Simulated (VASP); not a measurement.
# MgO (P6_3mc) in VASP: further runs

The runs below take MgO through single point, with PBE.

All numbers are computed with VASP 6.6.1; they aren't measurements. Logs are shortened: lines on timing, memory, paths and dates and some standing lists are left out, and cuts for length are marked.

**1. The cell of the first run**

The structure is hexagonal, space group P6_3mc (No. 186). The conventional cell has a = 3.064 Å, b = 3.064 Å, c = 11.087 Å, α = 90.00°, β = 90.00°, γ = 120.00°. Mg (site symmetry 3m) has 4 O at 1.89 to 2.10 Å within 2.5 Å. Within 2.5 Å of Mg (site symmetry 3m) lie 4 O at 1.89 to 2.12 Å. Within 2.5 Å of O (site symmetry 3m) lie 4 Mg at 1.89 to 2.10 Å. O (site symmetry 3m) has 4 Mg at 1.89 to 2.12 Å within 2.5 Å.

**2. Single point, PBE (volume 11.269 Å^3 an atom, c/a of the conventional cell 3.6183)**

Contents of INCAR:

```
SYSTEM = MgO
PREC     = Accurate       ! precision mode
ENCUT    = 520            ! plane-wave cutoff, eV
EDIFF    = 1E-6           ! SCF threshold, eV
ISMEAR   = 0              ! smearing method
SIGMA    = 0.05           ! smearing width, eV
LREAL    = .False.        ! projectors in reciprocal space
LASPH    = .True.         ! aspherical terms in the spheres
NELM     = 100            ! most SCF steps
ALGO     = Normal         ! electronic algorithm
ISIF     = 2              ! what is computed and relaxed
LWAVE    = .False.        ! write WAVECAR
LCHARG   = .True.         ! write CHGCAR
GGA      = PE             ! functional
LELF     = .True.         ! ELF
LVHAR    = .True.       
NBANDS   = 26             ! bands
```

Contents of KPOINTS:

```
Automatic mesh
0
Gamma
  9 9 4
  0 0 0
```

Contents of POSCAR:

```
MgO
1.0
    3.0641737470      0.0000000000      0.0000000000
   -1.5320868735      2.6536523065      0.0000000000
    0.0000000000      0.0000000000     11.0870998687
Mg O
4 4
Direct
    0.3333333333      0.6666666667      0.9694906392
    0.0000000000      0.0000000000      0.2208211786
    0.0000000000      0.0000000000      0.7208211786
    0.6666666667      0.3333333333      0.4694906392
    0.3333333333      0.6666666667      0.7800420079
    0.0000000000      0.0000000000      0.5296443544
    0.0000000000      0.0000000000      0.0296443544
    0.6666666667      0.3333333333      0.2800420079
```

Potentials or basis: VASP PAW PBE potentials, release 64 (Mg, O).

On the command line:

```sh
cat potpaw_PBE.64/Mg/POTCAR potpaw_PBE.64/O/POTCAR > POTCAR
mpirun -np 1 vasp_std > vasp.out
```

OUTCAR:

```text
SYSTEM = MgO
   PREC = Accurate
   ENCUT = 520
   EDIFF = 1E-6
   ISMEAR = 0
   LREAL = .False.
   LASPH = .True.
   NELM = 100
   ISIF = 2
   GGA = PE

 ion  position               nearest neighbor table
   1  0.333  0.667  0.969-   7 1.89   7 1.89   7 1.89   5 2.10   3 3.28   3 3.28   3 3.28   2 3.30
                             2 3.30   2 3.30
   2  0.000  0.000  0.221-   8 1.89   8 1.89   8 1.89   7 2.12   4 3.28   4 3.28   4 3.28   1 3.30
                             1 3.30   1 3.30
   3  0.000  0.000  0.721-   5 1.89   5 1.89   5 1.89   6 2.12   1 3.28   1 3.28   1 3.28   4 3.30
                             4 3.30   4 3.30
   4  0.667  0.333  0.469-   6 1.89   6 1.89   6 1.89   8 2.10   2 3.28   2 3.28   2 3.28   3 3.30
                             3 3.30   3 3.30
   5  0.333  0.667  0.780-   3 1.89   3 1.89   3 1.89   1 2.10
   6  0.000  0.000  0.530-   4 1.89   4 1.89   4 1.89   3 2.12
   7  0.000  0.000  0.030-   1 1.89   1 1.89   1 1.89   2 2.12
   8  0.667  0.333  0.280-   2 1.89   2 1.89   2 1.89   4 2.10

  LATTYP: Found a hexagonal cell.
 ALAT       =     3.0641737470
 C/A-ratio  =     3.6183000000

  Lattice vectors:

 A1 = (   3.0641737470,   0.0000000000,   0.0000000000)
 A2 = (  -1.5320868735,   2.6536523065,   0.0000000000)
 A3 = (   0.0000000000,   0.0000000000,  11.0870998687)

Analysis of symmetry for initial positions (statically):
=====================================================================
 Subroutine PRICEL returns:
 Original cell was already a primitive cell.

 Routine SETGRP: Setting up the symmetry group for a
 hexagonal supercell.

 Subroutine GETGRP returns: Found 12 space group operations
 (whereof  6 operations were pure point group operations)
 out of a pool of 24 trial point group operations.

The static configuration has the point symmetry C_3v.
 The point group associated with its full space group is C_6v.

Analysis of symmetry for dynamics (positions and initial velocities):
=====================================================================
 Subroutine PRICEL returns:
 Original cell was already a primitive cell.

 Routine SETGRP: Setting up the symmetry group for a
 hexagonal supercell.

 Subroutine GETGRP returns: Found 12 space group operations
 (whereof  6 operations were pure point group operations)
 out of a pool of 24 trial point group operations.

The dynamic configuration has the point symmetry C_3v.
 The point group associated with its full space group is C_6v.

 Subroutine INISYM returns: Found 12 space group operations
 (whereof  6 operations are pure point group operations),
[... 109 lines left out ...]
   LREAL  =      F    real-space projection
   EDIFFG = 0.1E-04   stopping-criterion for IOM
   NSW    =      0    number of steps for IOM
   IBRION =     -1    ionic relax: 0-MD 1-quasi-New 2-CG
   NFREE  =      0    steps in history (QN), initial steepest desc. (CG)
   ISIF   =      2    stress and relaxation
   ISYM   =      2    0-nonsym 1-usesym 2-fastsym
   POTIM  = 0.5000    time-step for ionic-motion
   TEBEG  =    0.0;   TEEND  =   0.0 temperature during run
   PSTRESS=    0.0 pullay stress
   NELECT =      32.0000    total number of electrons
   NUPDOWN=      -1.0000    fix difference up-down
   EMIN   =  10.00;   EMAX   =-10.00  energy-range for DOS
   EFERMI =   0.00;   METHOD = LEGACY
   ISMEAR =     0;   SIGMA  =   0.05  broadening in eV -4-tet -1-fermi 0-gaus
   EFERMI_NEDOS =   21; number of points for ismear=-14 and -15
   IALGO  =     38    algorithm
   IMIX   =      4    mixing-type and parameters
     AMIX     =   0.40;   BMIX     =  1.00
     AMIX_MAG =   1.60;   BMIX_MAG =  1.00
  volume/ion in A,a.u.               =      11.27        76.05
  Fermi-wavevector in a.u.,A,eV,Ry     =   1.159132  2.190443 18.280623  1.343588
  Thomas-Fermi vector in A             =   2.295728
   LORBIT       =      0    0 simple, 1 ext, 2 COOP (PROOUT), +10 PAW based schemes
   GGA     = PE    functional components
   LHFCALC =     F    Hartree Fock is set to
   AEXX    =    0.0000 exact exchange contribution
   IVDW    =     0    specifies the selected vdW correction
   LEPSILON=     F    determine dielectric tensor
   LRPA    =     F    only Hartree local field effects (RPA)
 non-spin polarized calculation
 Gauss-broadening in eV      SIGMA  =   0.05
  energy-cutoff  :      520.00
  volume of cell :       90.15
 maximum number of plane-waves:      2445
 NGX is ok and might be reduce to    24
   NGX = 11   NGY = 11   NGZ = 41

 number of electron      32.0000003 magnetization

 Free energy of the ion-electron system (eV)
  ---------------------------------------------------
  ext. energy  EPLUGINS =         0.00000000
  ---------------------------------------------------
  free energy    TOTEN  =       -45.92339281 eV

  energy without entropy =      -45.92339281  energy(sigma->0) =      -45.92339281

 E-fermi :   1.4432     XC(G=0):  -9.9392

 val. band max:        1.2042455125   @ k =   0.0000   0.0000   0.0000
 cond. band min:       4.9443859364   @ k =   0.0000   0.0000   0.0000
 fundamental gap:      3.7401404240
 Fermi energy:         1.4431879950

 k-point     1 :       0.0000    0.0000    0.0000
  band No.  band energies     occupation
      1     -15.0049      2.00000
      2     -14.7475      2.00000
      3     -14.6971      2.00000
      4     -14.4154      2.00000
      5      -2.3146      2.00000
      6      -1.0742      2.00000
[... 685 lines left out ...]
     25      14.6000      0.00000
     26      14.7821      0.00000

 [... further k-points ...]
[... 5 lines left out ...]
  --------------------------------------------------------------------------------------
  -------------------------------------------------------------------------------------
  Total       13.8530075     13.8530075     -3.9812922      0.0000000      0.0000000      0.0000000
  in kB      246.1950325    246.1950325    -70.7553480      0.0000000      0.0000000      0.0000000
  external PRESSURE =     140.5449057 kB  Pullay stress =       0.0000000 kB

 VOLUME and BASIS-vectors are now :
 -----------------------------------------------------------------------------
  energy-cutoff  :      520.00
  volume of cell :       90.15
      direct lattice vectors                 reciprocal lattice vectors
     3.064173747  0.000000000  0.000000000     0.326352251  0.188419560  0.000000000
    -1.532086873  2.653652307  0.000000000     0.000000000  0.376839120  0.000000000
     0.000000000  0.000000000 11.087099869     0.000000000  0.000000000  0.090194912

 POSITION                                       TOTAL-FORCE (eV/Angst)
 -----------------------------------------------------------------------------------
     -0.00000      1.76910     10.74884        -0.000000      0.000000     -0.993798
      0.00000      0.00000      2.44827        -0.000000      0.000000     -1.082195
      0.00000      0.00000      7.99182         0.000000      0.000000     -1.082195
      1.53209      0.88455      5.20529        -0.000000     -0.000000     -0.993798
     -0.00000      1.76910      8.64840         0.000000      0.000000      1.055092
      0.00000      0.00000      5.87222        -0.000000      0.000000      1.020901
      0.00000      0.00000      0.32867        -0.000000     -0.000000      1.020901
      1.53209      0.88455      3.10485        -0.000000      0.000000      1.055092
 -----------------------------------------------------------------------------------
    total drift:                                0.000000      0.000000      0.001978

  FREE ENERGIE OF THE ION-ELECTRON SYSTEM (eV)
  ---------------------------------------------------
  free  energy   TOTEN  =       -45.9233928057 eV

  energy  without entropy=      -45.9233928057  energy(sigma->0) =      -45.92339281
```

OSZICAR:

```text
N       E                     dE             d eps       ncg     rms          rms(c)
DAV:   1     0.139578703212E+03    0.13958E+03   -0.14672E+04  1872   0.108E+03
DAV:   2    -0.447892352236E+02   -0.18437E+03   -0.17507E+03  2434   0.237E+02
DAV:   3    -0.550186249854E+02   -0.10229E+02   -0.10179E+02  2362   0.565E+01
DAV:   4    -0.550778583215E+02   -0.59233E-01   -0.59215E-01  2152   0.500E+00
DAV:   5    -0.550782013459E+02   -0.34302E-03   -0.34299E-03  2298   0.380E-01    0.171E+01
DAV:   6    -0.460421785635E+02    0.90360E+01   -0.32051E+01  2054   0.330E+01    0.537E+00
DAV:   7    -0.459544298944E+02    0.87749E-01   -0.42928E-01  1996   0.417E+00    0.325E+00
DAV:   8    -0.459254969165E+02    0.28933E-01   -0.19253E-01  2136   0.407E+00    0.594E-01
DAV:   9    -0.459215382637E+02    0.39587E-02   -0.17082E-02  2324   0.842E-01    0.171E-01
DAV:  10    -0.459233040188E+02   -0.17658E-02   -0.20660E-03  1988   0.271E-01    0.466E-02
DAV:  11    -0.459233842679E+02   -0.80249E-04   -0.86442E-05  2282   0.673E-02    0.221E-02
DAV:  12    -0.459233908921E+02   -0.66242E-05   -0.12019E-05  2026   0.276E-02    0.848E-03
DAV:  13    -0.459233927398E+02   -0.18477E-05   -0.48039E-06  2084   0.166E-02    0.173E-03
DAV:  14    -0.459233928057E+02   -0.65913E-07   -0.35236E-07  1154   0.476E-03
   1 F= -.45923393E+02 E0= -.45923393E+02  d E =-.449994E-13
```

Wall time 51 s (1 thread of Intel Xeon Platinum 8488C (Sapphire Rapids), shared host); peak memory 0.24 GiB.

Results:

```yaml
Free_energy: -45.9234 eV
Pressure: 14.1 GPa
Largest_force: 1.082 eV/Å
Band_gap_on_the_k_mesh: 3.74 eV, direct
```

Forces on the atoms (eV/Å):
```
Mg   0.000  0.000 -0.994
Mg   0.000  0.000 -1.082
Mg   0.000  0.000 -1.082
Mg   0.000  0.000 -0.994
O    0.000  0.000  1.055
O    0.000  0.000  1.021
O    0.000  0.000  1.021
O    0.000  0.000  1.055
```

Stress tensor (GPa, compression positive):
```
24.62  0.00  0.00
 0.00 24.62  0.00
 0.00  0.00 -7.08
```

Caveat: forces of over 1 eV/Å act on the atoms, so gaps and moduli don't describe the material at rest. A k mesh can miss the band edges.

[end of part 1 of 2]
